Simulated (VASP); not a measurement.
# Mo (Im-3m) in VASP: further runs

The runs below take Mo through single point, with PBEsol.

All numbers are computed with VASP 6.6.1; they aren't measurements. Logs are shortened: lines on timing, memory, paths and dates and some standing lists are left out, and cuts for length are marked.

## Step 1: The cell of the first run

It takes space group Im-3m (No. 229, cubic). Conventional cell: a = 3.168 Å, b = 3.168 Å, c = 3.168 Å, α = 90.00°, β = 90.00°, γ = 90.00°. Within 3.6 Å of Mo (site symmetry m-3m) lie 14 Mo at 2.74 to 3.17 Å.

## Step 2: Single point, PBEsol, non-collinear spin, zero start, spin-orbit coupling

INCAR reads:

```
PREC = Accurate ; ENCUT = 520
EDIFF = 1E-6 ; ISMEAR = -1
SIGMA = 0.05 ; LREAL = False
LASPH = True ; NELM = 150
ALGO = Normal ; ISIF = 2
LWAVE = False ; LCHARG = True
MAGMOM = 0 0 0 ; LORBIT = 11
LSORBIT = True ; GGA_COMPAT = False
LORBMOM = True ; LMAXMIX = 4
GGA = PS ; LVHAR = True
NBANDS = 25
```

KPOINTS reads:

```
Automatic mesh
0
Gamma
  12 12 12
```

POSCAR reads:

```
Mo
1.0
   -1.5838089719      1.5838089719      1.5838089719
    1.5838089719     -1.5838089719      1.5838089719
    1.5838089719      1.5838089719     -1.5838089719
Mo
1
Direct
    0.0000000000      0.0000000000      0.0000000000
```

Potentials or basis: VASP PAW PBE potentials, release 64 (Mo_sv).

On the command line:

```bash
$ cat potpaw_PBE.64/Mo_sv/POTCAR > POTCAR
$ mpirun -np 1 vasp_ncl > vasp.out
```

OUTCAR:

```text
PREC = Accurate
   ENCUT = 520
   EDIFF = 1E-6
   ISMEAR = -1
   LREAL = False
   LASPH = True
   NELM = 150
   ISIF = 2
   LORBIT = 11
   LSORBIT = True
   GGA = PS

 ion  position               nearest neighbor table
   1  0.000  0.000  0.000-

  LATTYP: Found a body centered cubic cell.
 ALAT       =     3.1676179438

  Lattice vectors:

 A1 = (  -1.5838089719,   1.5838089719,   1.5838089719)
 A2 = (   1.5838089719,  -1.5838089719,   1.5838089719)
 A3 = (   1.5838089719,   1.5838089719,  -1.5838089719)

Analysis of symmetry for initial positions (statically):
=====================================================================
 Subroutine PRICEL returns:
 Original cell was already a primitive cell.

 Routine SETGRP: Setting up the symmetry group for a
 body centered cubic supercell.

 Subroutine GETGRP returns: Found 48 space group operations
 (whereof 48 operations were pure point group operations)
 out of a pool of 48 trial point group operations.

The static configuration has the point symmetry O_h .

Analysis of symmetry for dynamics (positions and initial velocities):
=====================================================================
 Subroutine PRICEL returns:
 Original cell was already a primitive cell.

 Routine SETGRP: Setting up the symmetry group for a
 body centered cubic supercell.

 Subroutine GETGRP returns: Found 48 space group operations
 (whereof 48 operations were pure point group operations)
 out of a pool of 48 trial point group operations.

The dynamic configuration has the point symmetry O_h .

Analysis of structural, dynamic, and magnetic symmetry:
=====================================================================
 Subroutine PRICEL returns:
 Original cell was already a primitive cell.

 Routine SETGRP: Setting up the symmetry group for a
 body centered cubic supercell.

 Subroutine GETGRP returns: Found 48 space group operations
 (whereof 48 operations were pure point group operations)
 out of a pool of 48 trial point group operations.

The overall configuration has the point symmetry O_h .

 Subroutine INISYM returns: Found 48 space group operations
 (whereof 48 operations are pure point group operations),
 and found     1 'primitive' translations

----------------------------------------------------------------------------------------

                                     Primitive cell

  volume of cell :      15.8916

  direct lattice vectors                    reciprocal lattice vectors
    -1.583808972  1.583808972  1.583808972     0.000000000  0.315694638  0.315694638
     1.583808972 -1.583808972  1.583808972     0.315694638  0.000000000  0.315694638
     1.583808972  1.583808972 -1.583808972     0.315694638  0.315694638  0.000000000

  length of vectors
     2.743237609  2.743237609  2.743237609     0.446459639  0.446459639  0.446459639

  position of ions in fractional coordinates (direct lattice)
     0.000000000  0.000000000  0.000000000

  ion indices of the primitive-cell ions
   primitive index   ion index
                 1           1

----------------------------------------------------------------------------------------

 KPOINTS: Automatic mesh

Automatic generation of k-mesh.
 Grid dimensions read from file:
 generate k-points for:   12   12   12

 Generating k-lattice:

  Cartesian coordinates                     Fractional coordinates (reciprocal lattice)
     0.000000000  0.026307886  0.026307886     0.083333333  0.000000000  0.000000000
     0.026307886  0.000000000  0.026307886     0.000000000  0.083333333  0.000000000
     0.026307886  0.026307886  0.000000000     0.000000000  0.000000000  0.083333333

  Length of vectors
     0.037204970  0.037204970  0.037204970

  Shift w.r.t. Gamma in fractional coordinates (k-lattice)
     0.000000000  0.000000000  0.000000000

 Subroutine IBZKPT returns following result:
 ===========================================

 Found     72 irreducible k-points:

 Following reciprocal coordinates:
            Coordinates               Weight
  0.000000  0.000000  0.000000      1.000000
  0.083333  0.000000  0.000000     12.000000
  0.166667  0.000000  0.000000     12.000000
  0.250000  0.000000  0.000000     12.000000
  0.333333  0.000000  0.000000     12.000000
  0.416667  0.000000  0.000000     12.000000
[... 16 lines left out ...]
  0.333333  0.083333  0.083333     24.000000
  0.416667  0.083333  0.083333     12.000000
 [... further k-points ...]
   k-points           NKPTS =     72   k-points in BZ     NKDIM =     72   number of bands    NBANDS=     25
   number of dos      NEDOS =    301   number of ions     NIONS =      1
   total plane-waves  NPLWV =   8000
   dimension x,y,z NGX =    20 NGY =   20 NGZ =   20
   dimension x,y,z NGXF=    40 NGYF=   40 NGZF=   40
   ions per type =               1
   NGX,Y,Z   is equivalent  to a cutoff of  12.12, 12.12, 12.12 a.u.
   NGXF,Y,Z  is equivalent  to a cutoff of  24.24, 24.24, 24.24 a.u.
 SYSTEM =  unknown system
   PREC   = accura    normal or accurate (medium, high low for compatibility)
   ISTART =      0    job   : 0-new  1-cont  2-samecut
   ICHARG =      2    charge: 1-file 2-atom 10-const
   ISPIN  =      1    spin polarized calculation?
   LNONCOLLINEAR =      T non collinear calculations
   LSORBIT =      T    spin-orbit coupling
   LASPH  =      T    aspherical Exc in radial PAW
   ENCUT  =  520.0 eV  38.22 Ry    6.18 a.u.   5.10  5.10  5.10*2*pi/ulx,y,z
   NELM   =    150;   NELMIN=  2; NELMDL= -5     # of ELM steps
   EDIFF  = 0.1E-05   stopping-criterion for ELM
   LREAL  =      F    real-space projection
   EDIFFG = 0.1E-04   stopping-criterion for IOM
   NSW    =      0    number of steps for IOM
   IBRION =     -1    ionic relax: 0-MD 1-quasi-New 2-CG
   NFREE  =      0    steps in history (QN), initial steepest desc. (CG)
   ISIF   =      2    stress and relaxation
   ISYM   =      2    0-nonsym 1-usesym 2-fastsym
   POTIM  = 0.5000    time-step for ionic-motion
   TEBEG  =    0.0;   TEEND  =   0.0 temperature during run
   PSTRESS=    0.0 pullay stress
   NELECT =      14.0000    total number of electrons
   NUPDOWN=      -1.0000    fix difference up-down
   EMIN   =  10.00;   EMAX   =-10.00  energy-range for DOS
   EFERMI =   0.00;   METHOD = LEGACY
   ISMEAR =    -1;   SIGMA  =   0.05  broadening in eV -4-tet -1-fermi 0-gaus
   EFERMI_NEDOS =   21; number of points for ismear=-14 and -15
   IALGO  =     38    algorithm
   IMIX   =      4    mixing-type and parameters
     AMIX     =   0.40;   BMIX     =  1.00
     AMIX_MAG =   1.60;   BMIX_MAG =  1.00
  volume/ion in A,a.u.               =      15.89       107.24
  Fermi-wavevector in a.u.,A,eV,Ry     =   1.569380  2.965698 33.510508  2.462953
  Thomas-Fermi vector in A             =   2.671271
   LORBIT       =     11    0 simple, 1 ext, 2 COOP (PROOUT), +10 PAW based schemes
   GGA     = PS    functional components
   LHFCALC =     F    Hartree Fock is set to
   AEXX    =    0.0000 exact exchange contribution
   IVDW    =     0    specifies the selected vdW correction
   LEPSILON=     F    determine dielectric tensor
   LRPA    =     F    only Hartree local field effects (RPA)
  energy-cutoff  :      520.00
  volume of cell :       15.89
 maximum number of plane-waves:       884
   NGX = 11   NGY = 11   NGZ = 11

 number of electron      14.0000005 magnetization       0.0000000     -0.0000000      0.0000000

 number of electron      14.0000005 magnetization       0.0000000      0.0000000      0.0000000

 number of electron      14.0000005 magnetization      -0.0000000     -0.0000000     -0.0000000

 Free energy of the ion-electron system (eV)
  ---------------------------------------------------
  ext. energy  EPLUGINS =         0.00000000
  ---------------------------------------------------
  free energy    TOTEN  =       -11.88234949 eV

  energy without entropy =      -11.87989352  energy(sigma->0) =      -11.88112151

 E-fermi :  12.1513     XC(G=0): -13.4352

 val. band max:       12.1271225382   @ k =   0.5000   0.5000   0.0833
 cond. band min:      12.2144540460   @ k =  -0.3333   0.3333   0.2500
 fundamental gap:      0.0873315078
 Fermi energy:        12.1513397955

 k-point     1 :       0.0000    0.0000    0.0000
  band No.  band energies     occupation
      1     -48.9881      1.00000
      2     -48.9881      1.00000
      3     -24.0083      1.00000
      4     -24.0083      1.00000
      5     -21.4849      1.00000
      6     -21.4849      1.00000
[... 17 lines left out ...]
     24      26.9844      0.00000
     25      26.9844      0.00000

 k-point     2 :       0.0833    0.0000    0.0000
  band No.  band energies     occupation
      1     -48.9717      1.00000
      2     -48.9717      1.00000
      3     -24.0454      1.00000
      4     -24.0454      1.00000
      5     -21.5596      1.00000
      6     -21.5596      1.00000
[... 17 lines left out ...]
     24      27.4908      0.00000
     25      27.5467      0.00000

 k-point     3 :       0.1667    0.0000    0.0000
  band No.  band energies     occupation
      1     -48.9267      1.00000
      2     -48.9267      1.00000
      3     -24.1515      1.00000
      4     -24.1515      1.00000
      5     -21.7549      1.00000
      6     -21.7549      1.00000
[... 17 lines left out ...]
     24      28.5344      0.00000
     25      28.9212      0.00000

 k-point     4 :       0.2500    0.0000    0.0000
  band No.  band energies     occupation
      1     -48.8647      1.00000
      2     -48.8647      1.00000
      3     -24.3073      1.00000
      4     -24.3073      1.00000
      5     -22.0017      1.00000
      6     -22.0017      1.00000
[... 17 lines left out ...]
     24      28.1966      0.00000
     25      31.0644      0.00000
[... 477 lines left out ...]
 k-point    22 :       0.2500    0.0833    0.0833
  band No.  band energies     occupation
      1     -48.7899      1.00000
      2     -48.7899      1.00000
      3     -24.4974      1.00000
      4     -24.4974      1.00000
      5     -22.2459      1.00000
      6     -22.2459      1.00000
[... 17 lines left out ...]
     24      26.2047      0.00000
     25      29.8249      0.00000

 k-point    23 :       0.3333    0.0833    0.0833
  band No.  band energies     occupation
      1     -48.7487      1.00000
      2     -48.7487      1.00000
      3     -24.6017      1.00000
      4     -24.6017      1.00000
      5     -22.3788      1.00000
      6     -22.3788      1.00000
[... 17 lines left out ...]
     24      25.0241      0.00000
     25      28.5048      0.00000

 k-point    24 :       0.4167    0.0833    0.0833
  band No.  band energies     occupation
      1     -48.7336      1.00000
      2     -48.7336      1.00000
      3     -24.6400      1.00000
      4     -24.6400      1.00000
      5     -22.4271      1.00000
      6     -22.4271      1.00000
[... 17 lines left out ...]
     24      24.6236      0.00000
     25      27.9788      0.00000

 [... further k-points ...]
[... 5 lines left out ...]
  --------------------------------------------------------------------------------------
  -------------------------------------------------------------------------------------
  Total       -0.8971604     -0.8971604     -0.8971604      0.0000000      0.0000000      0.0000000
  in kB      -90.4507723    -90.4507723    -90.4507723      0.0000000      0.0000000      0.0000000
  external PRESSURE =     -90.4507723 kB  Pullay stress =       0.0000000 kB

 VOLUME and BASIS-vectors are now :
 -----------------------------------------------------------------------------
  energy-cutoff  :      520.00
  volume of cell :       15.89
      direct lattice vectors                 reciprocal lattice vectors
    -1.583808972  1.583808972  1.583808972     0.000000000  0.315694638  0.315694638
     1.583808972 -1.583808972  1.583808972     0.315694638  0.000000000  0.315694638
     1.583808972  1.583808972 -1.583808972     0.315694638  0.315694638  0.000000000

 POSITION                                       TOTAL-FORCE (eV/Angst)
 -----------------------------------------------------------------------------------
      0.00000      0.00000      0.00000        -0.000000     -0.000000     -0.000000
 -----------------------------------------------------------------------------------
    total drift:                                0.000000     -0.000000      0.000000

  FREE ENERGIE OF THE ION-ELECTRON SYSTEM (eV)
  ---------------------------------------------------
  free  energy   TOTEN  =       -11.8823494908 eV

  energy  without entropy=      -11.8798935193  energy(sigma->0) =      -11.88112151

 orbital moment (x)

 # of ion     p       d       tot
 ----------------------------------------
  1         0.000  -0.000  -0.000
 ----------------------------------------
            0.000  -0.000  -0.000

 orbital moment (y)

 # of ion     p       d       tot
 ----------------------------------------
  1         0.000  -0.000  -0.000
 ----------------------------------------
            0.000  -0.000  -0.000

 orbital moment (z)

 # of ion     p       d       tot
 ----------------------------------------
  1         0.000   0.000   0.000
 ----------------------------------------
            0.000   0.000   0.000

 Spin-Orbit-Coupling matrix elements

 Ion:    1  E_soc:     -0.2065421
 l=   1
     0.0000000    -0.0302003    -0.0302003
    -0.0302003     0.0000000    -0.0302003
    -0.0302003    -0.0302003     0.0000000
 l=   2
     0.0000000    -0.0010745     0.0000000    -0.0010745    -0.0031489
    -0.0010745     0.0000000    -0.0023617    -0.0010745    -0.0007872
     0.0000000    -0.0023617     0.0000000    -0.0023617     0.0000000
    -0.0010745    -0.0010745    -0.0023617     0.0000000    -0.0007872
    -0.0031489    -0.0007872     0.0000000    -0.0007872     0.0000000
 l=   3
     0.0000000     0.0000000     0.0000000     0.0000000     0.0000000     0.0000000     0.0000000
     0.0000000     0.0000000     0.0000000     0.0000000     0.0000000     0.0000000     0.0000000
     0.0000000     0.0000000     0.0000000     0.0000000     0.0000000     0.0000000     0.0000000
     0.0000000     0.0000000     0.0000000     0.0000000     0.0000000     0.0000000     0.0000000
     0.0000000     0.0000000     0.0000000     0.0000000     0.0000000     0.0000000     0.0000000
     0.0000000     0.0000000     0.0000000     0.0000000     0.0000000     0.0000000     0.0000000
     0.0000000     0.0000000     0.0000000     0.0000000     0.0000000     0.0000000     0.0000000

 total charge

# of ion       s       p       d       tot
------------------------------------------
    1        2.379   6.201   3.889  12.469

 magnetization (x)

# of ion       s       p       d       tot
------------------------------------------
    1        0.000   0.000   0.000   0.000

 magnetization (y)

# of ion       s       p       d       tot
------------------------------------------
    1       -0.000   0.000   0.000  -0.000

 magnetization (z)

# of ion       s       p       d       tot
------------------------------------------
    1       -0.000   0.000   0.000  -0.000
```

Wall time 80 s (1 thread of AMD EPYC 7R13, shared host); peak memory 0.15 GiB.

Results:

```
Free energy                                           : -11.8823 eV
Pressure                                              : -9.0 GPa
Net moment                                            : 0.00 μB per cell
Valence electrons inside the program's atomic spheres : Mo 12.47
```

Moments on the atoms (μB; x, y, z):
```
Mo  0.00 0.00 0.00
```

Caveat: the PAW data sets were made with another functional, which shifts forces and pressure a little.

## Step 3: Single point, PBEsol (volume scaled by 0.94)

INCAR reads:

```
PREC = Accurate
ENCUT = 520
EDIFF = 1E-6
ISMEAR = -1
SIGMA = 0.05
LREAL = False
LASPH = True
NELM = 60
ALGO = Normal
ISIF = 2
LWAVE = False
LCHARG = False
GGA = PS
NBANDS = 13
```

KPOINTS is that of step 2.

POSCAR reads:

```
Mo
1.0
   -1.5514772677      1.5514772677      1.5514772677
    1.5514772677     -1.5514772677      1.5514772677
    1.5514772677      1.5514772677     -1.5514772677
Mo
1
Direct
    0.0000000000      0.0000000000      0.0000000000
```

Potentials or basis: VASP PAW PBE potentials, release 64 (Mo_sv).

On the command line:

```bash
$ cat potpaw_PBE.64/Mo_sv/POTCAR > POTCAR
$ mpirun -np 1 vasp_std > vasp.out
```

Wall time 15 s (1 thread of AMD EPYC 7R43 (Zen 3), shared host); peak memory 0.09 GiB.

It converged, with:

* Free energy: -11.7842 eV
* Pressure: 8.2 GPa
* Band gap on the k mesh: zero (band 7 reaches 17.48 eV, above the bottom of band 8 at 11.75 eV)

Levels at points of the mesh, in eV from the Fermi level:
```csv
k point,band 4,band 5,band 6,band 7,band 8,band 9,band 10,band 11
"(0.00, 0.00, 0.00)",-34.32,-7.37,-1.39,-1.39,-1.39,1.79,1.79,14.93
"(0.50, 0.00, 0.00)",-34.33,-5.57,-3.57,1.85,1.86,2.52,5.17,12.08
"(0.50, 0.50, 0.50)",-35.43,-5.77,-5.77,4.34,4.34,4.34,9.45,9.45
```

Caveat: the PAW data sets were made with another functional, which shifts forces and pressure a little.
